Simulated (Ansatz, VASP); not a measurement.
# BN: VASP beside Ansatz

```
CELL_PARAMETERS angstrom
2.47895 0.00000 0.00000
-1.23948 2.14684 0.00000
0.00000 0.00000 6.66120
ATOMIC_POSITIONS crystal
B 0.33333 0.66667 0.25000
B 0.66667 0.33333 0.75000
N 0.33333 0.66667 0.75000
N 0.66667 0.33333 0.25000
```

Change from the starting cell: equal xx and yy strain of -1 %, crystal datasets.

Alike in both runs: task electric field gradients; functional PBE; k mesh 11 × 11 × 4; occupations fermi-dirac, width 0.02 eV; no spin polarisation.

```csv
,VASP,Ansatz
version,VASP 6.6.1,Ansatz 0.2.0
potentials or method,"VASP PAW PBE potentials, release 64 (B, N), cutoff 520 eV","all-electron PAW with datasets made for the crystal, scalar-relativistic"
```

Ansatz gave:

```
gap on the k mesh at the Fermi level (eV)                     : 4.39
pressure (GPa)                                                : 10.9
traceless stress, the component that is largest in VASP (GPa) : -8.00
size of Vzz on the site where it differs most (V/Å²)          : 29.5
```

Problem. What did VASP give for the same quantities?

Solution. gap on the k mesh at the Fermi level (eV): 4.39; pressure (GPa): 11.0; traceless stress, the component that is largest in VASP (GPa): -8.28; size of Vzz on the site where it differs most (V/Å²): 35.8.

Ansatz ran all-electron here, and VASP with PAW potentials.
